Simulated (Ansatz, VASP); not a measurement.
# One calculation of BaS, two programs

```
Ba S
1.0
     0.00000    3.16181    3.19375
     3.16181    0.00000    3.19375
     3.16181    3.16181    0.00000
Ba S
1 1
Direct
  0.00000 0.00000 0.00000
  0.50000 0.50000 0.50000
```

Change from the starting cell: equal xx and yy strain of -1 %.

Alike in both runs: task single point; functional PBE; k mesh 8 × 8 × 8; occupations fermi-dirac, width 0.02 eV; no spin polarisation.

|  | VASP | Ansatz |
| --- | --- | --- |
| version | VASP 6.6.1 | Ansatz 0.2.0 |
| potentials or method | VASP PAW PBE potentials, release 64 (Ba_sv, S), cutoff 520 eV | all-electron LAPW, scalar-relativistic |

VASP gave:

```
gap on the k mesh at the Fermi level (eV)                     : 2.06
pressure (GPa)                                                : 2.4
traceless stress, the component that is largest in VASP (GPa) : -0.64
```

Estimate Ansatz's values.

gap on the k mesh at the Fermi level (eV): 2.16; pressure (GPa): 1.8; traceless stress, the component that is largest in VASP (GPa): -0.58.

Ansatz ran all-electron here, and VASP with PAW potentials.

Neither program's run includes spin-orbit coupling.
